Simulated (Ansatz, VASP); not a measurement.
# Two plane-wave programs on HfC

```
Hf C
1.0
     0.00000    2.36258    2.36258
     2.36258    0.00000    2.36258
     2.36258    2.36258    0.00000
Hf C
1 1
Direct
  0.00000 0.00000 0.00000
  0.50000 0.50000 0.50000
```

Change from the starting cell: volume scaled by 1.06, PAW files.

Alike in both runs: task electric field gradients; functional LDA; k mesh 14 × 14 × 14; occupations fermi-dirac, width 0.05 eV; no spin polarisation.

```csv
,VASP,Ansatz
version,VASP 6.6.1,Ansatz 0.2.0
potentials or method,"VASP PAW LDA potentials, release 64 (Hf_pv, C)","PAW with Ansatz's default frozen-core files, scalar-relativistic"
plane-wave cutoff (eV),520,420
valence electrons in the cell,14,30
```

```csv
,VASP,Ansatz,Ansatz less VASP
pressure (GPa),-21.1,-21.2,-0.08
```

LDA's correlation is that of Perdew and Zunger in VASP and of Perdew and Wang (1992) in Ansatz. VASP's potentials hold 14 valence electrons a cell and Ansatz's 30, so a difference there can come from the potentials and not from the codes.

Spin-orbit coupling is off throughout.
